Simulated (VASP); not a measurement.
# SnO2 (P4_2/mnm) in VASP: a series of runs, part 2 of 2

VASP 6.6.1. The steps go on from the part before.

## Step 4: Single point, LDA

File POSCAR:

```
SnO2
1.0
    4.7373500000      0.0000000000      0.0000000000
    0.0000000000      4.7373500000      0.0000000000
    0.0000000000      0.0000000000      3.1864000000
Sn O
2 4
Direct
    0.0000000000      0.0000000000      0.0000000000
    0.5000000000      0.5000000000      0.5000000000
    0.3056200000      0.3056200000      0.0000000000
    0.1943800000      0.8056200000      0.5000000000
    0.6943800000      0.6943800000      0.0000000000
    0.8056200000      0.1943800000      0.5000000000
```

File INCAR.step1:

```
PREC = Accurate
ENCUT = 520
EDIFF = 1E-6
ISMEAR = -1
SIGMA = 0.03
LREAL = False
LASPH = True
NELM = 80
ALGO = Normal
ISIF = 2
LWAVE = False
LCHARG = True
GGA = CA
NBANDS = 35
```

File KPOINTS.step1:

```
regular mesh
0
Gamma
  4 4 6
```

File INCAR.step2:

```
PREC = Accurate
ENCUT = 520
EDIFF = 1E-6
ISMEAR = -5
SIGMA = 0.03
LREAL = False
LASPH = True
NELM = 80
ALGO = Normal
ISIF = 2
LWAVE = False
LCHARG = False
GGA = CA
LORBIT = 11
NEDOS = 1001
ICHARG = 11
```

File KPOINTS.step2:

```
regular mesh
0
Gamma
  6 6 9
```

Potentials or basis: VASP PAW LDA potentials, release 64 (Sn_d, O).

Started as:

```bash
$ cat potpaw_LDA.64/Sn_d/POTCAR potpaw_LDA.64/O/POTCAR > POTCAR
$ cp INCAR.step1 INCAR
$ cp KPOINTS.step1 KPOINTS
$ mpirun -np 1 vasp_std > vasp.out
$ cp INCAR.step2 INCAR
$ cp KPOINTS.step2 KPOINTS
$ mpirun -np 1 vasp_std > vasp.out
```

OUTCAR:

```text
PREC = Accurate
   ENCUT = 520
   EDIFF = 1E-6
   ISMEAR = -5
   LREAL = False
   LASPH = True
   NELM = 80
   ISIF = 2
   GGA = CA
   LORBIT = 11
   ICHARG = 11

 ion  position               nearest neighbor table
   1  0.000  0.000  0.000-   3 2.05   5 2.05   4 2.06   6 2.06   4 2.06   6 2.06   2 3.71   2 3.71
                             2 3.71   2 3.71   2 3.71   2 3.71   2 3.71   2 3.71
   2  0.500  0.500  0.500-   4 2.05   6 2.05   5 2.06   3 2.06   3 2.06   5 2.06   1 3.71   1 3.71
                             1 3.71   1 3.71   1 3.71   1 3.71   1 3.71   1 3.71
   3  0.306  0.306  0.000-   1 2.05   2 2.06   2 2.06
   4  0.194  0.806  0.500-   2 2.05   1 2.06   1 2.06
   5  0.694  0.694  0.000-   1 2.05   2 2.06   2 2.06
   6  0.806  0.194  0.500-   2 2.05   1 2.06   1 2.06

  LATTYP: Found a simple tetragonal cell.
 ALAT       =     4.7373500000
 C/A-ratio  =     0.6726123255

  Lattice vectors:

 A1 = (   4.7373500000,   0.0000000000,   0.0000000000)
 A2 = (   0.0000000000,   4.7373500000,   0.0000000000)
 A3 = (   0.0000000000,   0.0000000000,   3.1864000000)

[... 1009 lines left out ...]
 [... further k-points ...]

------------------------ aborting loop because EDIFF is reached ----------------------------------------

  FORCE on cell =-STRESS in cart. coord.  units (eV):
  Direction    XX          YY          ZZ          XY          YZ          ZX
  --------------------------------------------------------------------------------------
  -------------------------------------------------------------------------------------
  Total       -0.1241287     -0.1241287      0.3300365     -0.0000000      0.0000000      0.0000000
  in kB       -2.7810681     -2.7810681      7.3943733     -0.0000000      0.0000000      0.0000000
  external PRESSURE =       0.6107457 kB  Pullay stress =       0.0000000 kB

 VOLUME and BASIS-vectors are now :
 -----------------------------------------------------------------------------
  energy-cutoff  :      520.00
  volume of cell :       71.51
      direct lattice vectors                 reciprocal lattice vectors
     4.737350000  0.000000000  0.000000000     0.211088478  0.000000000  0.000000000
     0.000000000  4.737350000  0.000000000     0.000000000  0.211088478  0.000000000
     0.000000000  0.000000000  3.186400000     0.000000000  0.000000000  0.313833794

 POSITION                                       TOTAL-FORCE (eV/Angst)
 -----------------------------------------------------------------------------------
      0.00000      0.00000      0.00000         0.000000      0.000000     -0.000000
      2.36868      2.36868      1.59320         0.000000      0.000000     -0.000000
      1.44783      1.44783      0.00000         0.034352      0.034352     -0.000000
      0.92085      3.81650      1.59320        -0.034352      0.034352     -0.000000
      3.28952      3.28952      0.00000        -0.034352     -0.034352      0.000000
      3.81650      0.92085      1.59320         0.034352     -0.034352      0.000000
 -----------------------------------------------------------------------------------
    total drift:                                0.000000      0.000000      0.000000

  FREE ENERGIE OF THE ION-ELECTRON SYSTEM (eV)
  ---------------------------------------------------
  free  energy   TOTEN  =       -42.2822424435 eV

  energy  without entropy=      -42.2822424435  energy(sigma->0) =      -42.28224244

 total charge

# of ion       s       p       d       tot
------------------------------------------
    1        0.894   1.125  10.390  12.409
    2        0.894   1.125  10.390  12.409
    3        1.549   3.493   0.000   5.042
    4        1.549   3.493   0.000   5.042
    5        1.549   3.493   0.000   5.042
    6        1.549   3.493   0.000   5.042
--------------------------------------------------
tot          7.984  16.224  20.779  44.987
```

OUTCAR.step1:

```text
PREC = Accurate
   ENCUT = 520
   EDIFF = 1E-6
   ISMEAR = -1
   LREAL = False
   LASPH = True
[... 1150 lines left out ...]
      0.92085      3.81650      1.59320        -0.034259      0.034259     -0.000000
      3.28952      3.28952      0.00000        -0.034259     -0.034259      0.000000
      3.81650      0.92085      1.59320         0.034259     -0.034259      0.000000
 -----------------------------------------------------------------------------------
    total drift:                                0.000000      0.000000      0.000000

  FREE ENERGIE OF THE ION-ELECTRON SYSTEM (eV)
  ---------------------------------------------------
  free  energy   TOTEN  =       -42.2793344125 eV

  energy  without entropy=      -42.2793344123  energy(sigma->0) =      -42.27933441
```

It took 90 s on 1 thread of Intel Xeon Platinum 8488C (Sapphire Rapids), shared host; peak memory 0.2 GiB.

Results:

* Valence electrons inside the program's atomic spheres: Sn 12.41; O 5.04

Caveat: spin-orbit coupling is left out, which moves the levels of the heavy elements.

## Step 5: Electric field gradients, LDA (zz strain of +1 %)

File INCAR:

```
SYSTEM = SnO2
PREC = Accurate
ENCUT = 520
EDIFF = 1E-8
ISMEAR = -1
SIGMA = 0.03
LREAL = .False.
LASPH = .True.
NELM = 60
ALGO = Normal
ISIF = 2
LWAVE = .False.
LCHARG = .False.
LEFG = .True.
NBANDS = 35
```

File KPOINTS:

```
Automatic mesh
0
Gamma
  4 4 6
  0 0 0
```

POSCAR, as its differences from that of step 4:

```diff
@@ -4,3 +4,3 @@
     0.0000000000      4.7373500000      0.0000000000
-    0.0000000000      0.0000000000      3.1864000000
+    0.0000000000      0.0000000000      3.2182640000
 Sn O
```

Potentials or basis: VASP PAW LDA potentials, release 64 (Sn_d, O).

Started as:

```bash
$ cat potpaw_LDA.64/Sn_d/POTCAR potpaw_LDA.64/O/POTCAR > POTCAR
$ mpirun -np 1 vasp_std > vasp.out
```

OUTCAR:

```text
SYSTEM = SnO2
   PREC = Accurate
   ENCUT = 520
   EDIFF = 1E-8
   ISMEAR = -1
   LREAL = .False.
   LASPH = .True.
   NELM = 60
   ISIF = 2

 ion  position               nearest neighbor table
   1  0.000  0.000  0.000-   3 2.05   5 2.05   4 2.07   6 2.07   4 2.07   6 2.07   2 3.72   2 3.72
                             2 3.72   2 3.72   2 3.72   2 3.72   2 3.72   2 3.72
   2  0.500  0.500  0.500-   4 2.05   6 2.05   5 2.07   3 2.07   3 2.07   5 2.07   1 3.72   1 3.72
                             1 3.72   1 3.72   1 3.72   1 3.72   1 3.72   1 3.72
   3  0.306  0.306  0.000-   1 2.05   2 2.07   2 2.07
   4  0.194  0.806  0.500-   2 2.05   1 2.07   1 2.07
   5  0.694  0.694  0.000-   1 2.05   2 2.07   2 2.07
   6  0.806  0.194  0.500-   2 2.05   1 2.07   1 2.07

  LATTYP: Found a simple tetragonal cell.
 ALAT       =     4.7373500000
 C/A-ratio  =     0.6793384487

  Lattice vectors:

 A1 = (   4.7373500000,   0.0000000000,   0.0000000000)
 A2 = (   0.0000000000,   4.7373500000,   0.0000000000)
 A3 = (   0.0000000000,   0.0000000000,   3.2182640000)

Analysis of symmetry for initial positions (statically):
=====================================================================
 Subroutine PRICEL returns:
 Original cell was already a primitive cell.
[... 1126 lines left out ...]
    total drift:                                0.000000      0.000000      0.000000

  FREE ENERGIE OF THE ION-ELECTRON SYSTEM (eV)
  ---------------------------------------------------
  free  energy   TOTEN  =       -42.2736770454 eV

  energy  without entropy=      -42.2736770440  energy(sigma->0) =      -42.27367704

 Electric field gradients (V/A^2)
---------------------------------------------------------------------
 ion       V_xx      V_yy      V_zz      V_xy      V_xz      V_yz
---------------------------------------------------------------------
   1      21.692    21.692   -43.383   -43.441    -0.000    -0.000
   2      21.692    21.692   -43.383    43.441    -0.000     0.000
   3     -23.588   -23.588    47.176    83.154     0.000    -0.000
   4     -23.588   -23.588    47.176   -83.154    -0.000    -0.000
   5     -23.588   -23.588    47.176    83.154    -0.000    -0.000
   6     -23.588   -23.588    47.176   -83.154     0.000    -0.000
---------------------------------------------------------------------

 Electric field gradients after diagonalization (V/A^2)
 (convention: |V_zz| > |V_xx| > |V_yy|)
----------------------------------------------------------------------
 ion       V_xx      V_yy      V_zz     asymmetry (V_yy - V_xx)/ V_zz
----------------------------------------------------------------------
   1     -43.383   -21.750    65.133       0.332
   2     -43.383   -21.750    65.133       0.332
   3      59.566    47.176  -106.742       0.116
   4      59.566    47.176  -106.742       0.116
   5      59.566    47.176  -106.742       0.116
   6      59.566    47.176  -106.742       0.116
----------------------------------------------------------------------

           NMR quadrupolar parameters

 Cq : quadrupolar parameter    Cq=e*Q*V_zz/h
 eta: asymmetry parameters     (V_yy - V_xx)/ V_zz
 Q  : nuclear electric quadrupole moment in mb (millibarn)
----------------------------------------------------------------------
 ion       Cq(MHz)       eta       Q (mb)
----------------------------------------------------------------------
   1       0.157       0.332       1.000
   2       0.157       0.332       1.000
   3      -0.258       0.116       1.000
   4      -0.258       0.116       1.000
   5      -0.258       0.116       1.000
   6      -0.258       0.116       1.000
----------------------------------------------------------------------
```

OSZICAR:

```text
N       E                     dE             d eps       ncg     rms          rms(c)
DAV:   1     0.634398295878E+03    0.63440E+03   -0.25628E+04  1868   0.233E+03
DAV:   2     0.543663369490E+02   -0.58003E+03   -0.54546E+03  1800   0.610E+02
DAV:   3    -0.430792986409E+02   -0.97446E+02   -0.95241E+02  1837   0.208E+02
DAV:   4    -0.482746597887E+02   -0.51954E+01   -0.51542E+01  2132   0.515E+01
DAV:   5    -0.484090917209E+02   -0.13443E+00   -0.13421E+00  2089   0.883E+00    0.157E+01
DAV:   6    -0.423487007806E+02    0.60604E+01   -0.16924E+01  2628   0.641E+01    0.635E+00
DAV:   7    -0.423687461212E+02   -0.20045E-01   -0.19307E+00  1972   0.781E+00    0.317E+00
DAV:   8    -0.422881227569E+02    0.80623E-01   -0.21538E-01  2520   0.403E+00    0.716E-01
DAV:   9    -0.422735342264E+02    0.14589E-01   -0.31176E-02  2818   0.288E+00    0.127E-01
DAV:  10    -0.422736682716E+02   -0.13405E-03   -0.34087E-03  2272   0.487E-01    0.491E-02
DAV:  11    -0.422736765260E+02   -0.82544E-05   -0.13638E-04  2728   0.135E-01    0.214E-02
DAV:  12    -0.422736793368E+02   -0.28108E-05   -0.13983E-05  1952   0.238E-02    0.139E-02
DAV:  13    -0.422736769724E+02    0.23644E-05   -0.83606E-06  2437   0.388E-02    0.174E-03
DAV:  14    -0.422736770436E+02   -0.71176E-07   -0.76321E-07  2274   0.692E-03    0.107E-03
DAV:  15    -0.422736770454E+02   -0.17963E-08   -0.25141E-08  1858   0.163E-03
   1 F= -.42273677E+02 E0= -.42273677E+02  d E =-.141536E-08
```

Wall time 64 s (1 thread of Intel Xeon 8259CL, shared host); peak memory 0.18 GiB.

Results:

```yaml
Free_energy: -42.2737 eV
Pressure: -2.4 GPa
Largest_force: 0.116 eV/Å
Band_gap_on_the_k_mesh: 0.99 eV
Largest_electric_field_gradient_by_atom: Sn +65.1; O -106.7 V/Å²
```

Forces in eV/Å, atoms in the order of the input:
```
Sn   0.000  0.000  0.000
Sn   0.000  0.000  0.000
O    0.082  0.082  0.000
O   -0.082  0.082  0.000
O   -0.082 -0.082  0.000
O    0.082 -0.082  0.000
```

Electric field gradients, principal values (V/Å²):
```csv
atom,least,middle,greatest (by size)
1 Sn,-21.750,-43.383,65.133
2 Sn,-21.750,-43.383,65.133
3 O,47.176,59.566,-106.742
4 O,47.176,59.566,-106.742
5 O,47.176,59.566,-106.742
6 O,47.176,59.566,-106.742
```

Caveat: the cell differs from its parent crystal (zz strain of +1 %); without QUAD_EFG the Cq values of the log hold for a quadrupole moment of 1 mb, not for the nuclei; spin-orbit coupling is left out, which moves the levels of the heavy elements.

## Step 6: The runs side by side

| task | cell | k mesh for the DOS | occupations for the DOS | gap on the mesh (eV) | pressure (GPa) | largest force (eV/Å) |
| --- | --- | --- | --- | --- | --- | --- |
| electric field gradients | a = 4.737, b = 4.737, c = 3.186 Å, 6 atoms | - | - | 1.14 | 0.0 | 0.05 |
| single point | a = 4.737, b = 4.737, c = 3.186 Å, 6 atoms | 6 × 6 × 9 | tetrahedron | - | - | - |
| electric field gradients | a = 4.737, b = 4.737, c = 3.218 Å, 6 atoms | - | - | 0.99 | -2.4 | 0.12 |

Alike in all rows: level LDA; potentials or basis VASP PAW LDA potentials, release 64 (Sn_d, O); no spin polarisation; k mesh 4 × 4 × 6; cutoff (eV) 520; smearing fermi-dirac 0.03 eV.

Caveats: spin-orbit coupling is left out, which moves the levels of the heavy elements.

Absolute energies hang on the potentials; compare differences alone.
